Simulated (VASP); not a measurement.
The system is ZnS.

```xyz
2
Lattice="0.0000 2.6937 2.6937 2.6937 0.0000 2.6937 2.6937 2.6937 0.0000" Properties=species:S:1:pos:R:3 pbc="T T T"
Zn    0.0000    0.0000    0.0000
S     4.0405    4.0405    4.0405
```

| Item | Value |
| --- | --- |
| Program | VASP 6.6.1 |
| Task | relaxation of cell and atoms |
| Functional | PBE |
| Potentials or basis | VASP PAW PBE potentials, release 64 (Zn, S) |
| Cutoff | 600 eV |
| k mesh | 10 × 10 × 10 |
| Occupations | gaussian, width 0.02 eV |
| Spin | no spin polarisation |

At the start: pressure 2.5 GPa; volume 19.55 Å³/atom.

Q: Where does the relaxation end?

A: Over 4 steps the energy falls by 4.9 meV/atom and the volume is 20.22 Å³/atom (+3.4 %); space group F-43m (No. 216, to 0.05 Å).

Step by step:
```tsv
step	energy change (eV)	largest force (eV/Å)	pressure (GPa)	volume (Å³)
1	0.0000	0.0000	2.51	39.09
2	-0.0088	0.0000	-0.73	40.85
3	-0.0099	0.0000	0.07	40.40
4	-0.0099	0.0000	-0.03	40.44
```

Final structure:
```
Zn S
1.0
     0.00000    2.72431    2.72431
     2.72431    0.00000    2.72431
     2.72431    2.72431    0.00000
Zn S
1 1
Direct
  0.00000 0.00000 0.00000
  0.75000 0.75000 0.75000
```
